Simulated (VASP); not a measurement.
Write the native input for VASP 6.6.1 that does the following.

| Property | Result |
| --- | --- |
| Task | single point |
| Functional | PBE |
| Potentials or basis | VASP PAW PBE potentials, release 64 (Al, Mo_sv, O) |
| Cutoff | 600 eV |
| k mesh | 4 × 4 × 5 |
| Occupations | fermi-dirac, width 0.1 eV |
| Spin | no spin polarisation |
| Hubbard terms | Mo d U = 8.0 eV |
| Dipole correction | no |
| Further INCAR settings | ALGO = Normal; EDIFF = 1e-06; NBANDS = 44 |

The structure of AlMoO lies in POSCAR:

```
AlMoO
1.0
    2.8160780000      4.8775850000      0.0000000000
   -2.8160780000      4.8775850000      0.0000000000
    0.0000000000      0.0000000000      3.5593760000
Al Mo O
3 3 3
Direct
    0.2503400000      0.7496600000      0.0000000000
    0.7496600000      0.0000000000      0.0000000000
    0.0000000000      0.2503400000      0.0000000000
    0.5864700000      0.4135300000      0.5000000000
    0.4135300000      0.0000000000      0.5000000000
    0.0000000000      0.5864700000      0.5000000000
    0.3333300000      0.3333400000      0.0000000000
    0.6666700000      0.6666600000      0.0000000000
    0.0000000000      0.0000000000      0.5000000000
```

The input as run:

INCAR

```
SYSTEM = AlMoO
ALGO = Normal ; EDIFF = 1E-6
ENCUT = 600 ; GGA = PE
GGA_COMPAT = .False. ; ISIF = 2
ISMEAR = -1 ; LASPH = .True.
LCHARG = .False. ; LDAU = .True.
LDAUJ = 0 0 0 ; LDAUL = -1 2 -1
LDAUPRINT = 1 ; LDAUTYPE = 2
LDAUU = 0 8 0 ; LMAXMIX = 4
LREAL = .False. ; LWAVE = .False.
NBANDS = 44 ; NELM = 200
PREC = Accurate ; SIGMA = 0.1
```

KPOINTS

```
k-points
0
Gamma
  4 4 5
  0 0 0
```

Potentials or basis: VASP PAW PBE potentials, release 64 (Al, Mo_sv, O).

Launch:

```sh
$ cat potpaw_PBE.64/Al/POTCAR potpaw_PBE.64/Mo_sv/POTCAR potpaw_PBE.64/O/POTCAR > POTCAR
$ mpirun -np 1 vasp_std > vasp.out
```

Results of the run:

```yaml
Pressure: 34.9 GPa
Largest_force: 1.909 eV/Å
Band_gap_on_the_k_mesh: zero (an odd number of electrons rules out a gap without spin polarisation)
```

Caveat: the cell stands under pressure; an odd number of electrons without spin polarisation forces a metal; a magnetic or distorted state may lie lower; U without spin polarisation on a metal has little footing.

It took 2.6 min on 1 thread of Intel(R) Xeon(R) Platinum 8259CL CPU @ 2.50GHz (Skylake/Cascade Lake) (shared host), peak memory 0.3 GiB.
